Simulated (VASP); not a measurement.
Crystal: Sb.

```
Sb
1.0
     0.00000    3.46913    3.46913
     3.46913    0.00000    3.46913
     3.46913    3.46913    0.00000
Sb
2
Direct
  0.00000 0.00000 0.00000
  0.25000 0.25000 0.25000
```

This isn't the form of Sb at room conditions, which is rhombohedral.

```yaml
Program: VASP 6.6.1
Task: relaxation of cell and atoms
Functional: PBE
Potentials_or_basis: VASP PAW PBE potentials, release 64 (Sb)
Cutoff: 600 eV
k_mesh: 14 × 14 × 14
Occupations: gaussian, width 0.1 eV
Spin: no spin polarisation
```

At the start: pressure 0.7 GPa; volume 41.75 Å³/atom.

**Question.** Where does the relaxation end?

**Answer.** Over 3 steps the energy falls by 2.1 meV/atom and the volume is 42.68 Å³/atom (+2.2 %); space group Fd-3m (No. 227, to 0.1 Å) before and after.

Step by step:
```
step  energy change (eV)  largest force (eV/Å)  pressure (GPa)  volume (Å³)
   1              0.0000                0.0000            0.74        83.50
   2             -0.0039                0.0000           -0.18        85.85
   3             -0.0042                0.0000            0.00        85.36
```

Final structure:
```cif
data_structure
_symmetry_space_group_name_H-M 'P 1'
_symmetry_Int_Tables_number 1
_cell_length_a 4.9423
_cell_length_b 4.9423
_cell_length_c 4.9423
_cell_angle_alpha 60.000
_cell_angle_beta 60.000
_cell_angle_gamma 60.000
_cell_volume 85.36
loop_
_atom_site_label
_atom_site_type_symbol
_atom_site_fract_x
_atom_site_fract_y
_atom_site_fract_z
_atom_site_occupancy
Sb1 Sb 0.00000 0.00000 0.00000 1
Sb2 Sb 0.25000 0.25000 0.25000 1
```
